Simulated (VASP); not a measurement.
Input of a VASP 6.6.1 run:

File INCAR:

```
  ALGO = Normal
  EDIFF = 1E-7
  EDIFFG = -0.08
  ENCUT = 600
  GGA = PE
  GGA_COMPAT = F
  IBRION = 2
  ISIF = 3
  ISMEAR = 0
  LASPH = T
  LCHARG = F
  LMAXMIX = 6
  LREAL = F
  LWAVE = F
  NELM = 200
  NELMIN = 4
  NSW = 36
  PREC = Accurate
  SIGMA = 0.2
```

Contents of KPOINTS:

```
k-points
0
Gamma
  7 7 5
```

POSCAR

```
ErBe
1.0
    3.0784380500      0.0000000000      0.0000000000
   -1.5392190300      2.6660055600      0.0000000000
    0.0000000000      0.0000000000      4.4292500700
Er Be
1 1
Direct
    0.0000000000      0.0000000000      0.0000000000
    0.0000000000      0.0000000000      0.5000000000
```

Potentials or basis: VASP PAW PBE potentials, release 64 (Er_3, Be), 4f in core.

Run with:

```bash
$ cat potpaw_PBE.64/Er_3/POTCAR potpaw_PBE.64/Be/POTCAR > POTCAR
$ mpirun -np 1 vasp_std > vasp.out
```

Q: Predict the space group after relaxing (to 0.1 Å).

A: P6/mmm (No. 191).

Q: Predict the relaxed cell.

A: a = 3.023 Å, b = 3.023 Å, c = 5.708 Å, α = 90.00°, β = 90.00°, γ = 120.00°.

Q: What does it give for the band gap on the k mesh?

A: Zero (an odd number of electrons rules out a gap without spin polarisation).

The path:
| step | energy change (eV) | largest force (eV/Å) | pressure (GPa) | volume (Å³) |
| --- | --- | --- | --- | --- |
| 1 | 0.0000 | 0.0000 | 19.67 | 36.35 |
| 2 | -1.3916 | 0.0000 | -1.85 | 48.38 |
| 3 | -1.3919 | 0.0000 | -1.43 | 47.83 |
| 4 | -1.3922 | 0.0000 | -1.64 | 48.10 |
| 5 | -1.4126 | 0.0000 | -0.90 | 46.53 |
| 6 | -1.4159 | 0.0000 | -0.43 | 45.72 |
| 7 | -1.4160 | 0.0000 | -0.38 | 45.65 |
| 8 | -1.4170 | 0.0000 | 0.00 | 45.18 |

Caveat: the volume moved by over 15 % at a fixed basis, so the end points are rough; spin-orbit coupling is left out, which moves the levels of the heavy elements; the 4f electrons are frozen in the core, so they carry no moment and show no levels. Spin polarisation is off, so any magnetic state and its effect on volume and gap are missing.
